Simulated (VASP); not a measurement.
A run of VASP 6.6.1 is set up as follows.

INCAR

```
PREC     = Accurate       # precision mode
ENCUT    = 520            # plane-wave cutoff, eV
EDIFF    = 1E-6           # SCF threshold, eV
ISMEAR   = 0              # smearing method
SIGMA    = 0.15           # smearing width, eV
LREAL    = False          # projectors in reciprocal space
LASPH    = True           # aspherical terms in the spheres
NELM     = 60             # most SCF steps
ALGO     = Normal         # electronic algorithm
ISIF     = 2              # what is computed and relaxed
LWAVE    = False          # write WAVECAR
LCHARG   = True           # write CHGCAR
GGA      = PS             # functional
LELF     = True           # ELF
LVHAR    = True         
NBANDS   = 7              # bands
```

Contents of KPOINTS:

```
regular mesh
0
Gamma
  26 26 26
```

POSCAR

```
Be
1.0
   -1.2499881489      1.2499881489      1.2531209513
    1.2499881489     -1.2499881489      1.2531209513
    1.2562537537      1.2562537537     -1.2531209513
Be
1
Direct
    0.0000000000      0.0000000000      0.0000000000
```

Potentials or basis: VASP PAW PBE potentials, release 64 (Be).

Launch:

```bash
$ cat potpaw_PBE.64/Be/POTCAR > POTCAR
$ mpirun -np 1 vasp_std > vasp.out
```

Q: What does it give for the band gap on the k mesh?

A: Zero (band 1 reaches 11.82 eV, above the bottom of band 2 at 6.57 eV).

Q: Predict the pressure.

A: -1.6 GPa.

Stress tensor (GPa, compression positive):
```
-1.61 -1.08  0.00
-1.08 -1.61  0.00
 0.00  0.00 -1.61
```

Caveat: the cell differs from its parent crystal (strain +0.0050 x Voigt [0, 0, 0, 0, 0, 1]); the PAW data sets were made with another functional, which shifts forces and pressure a little.
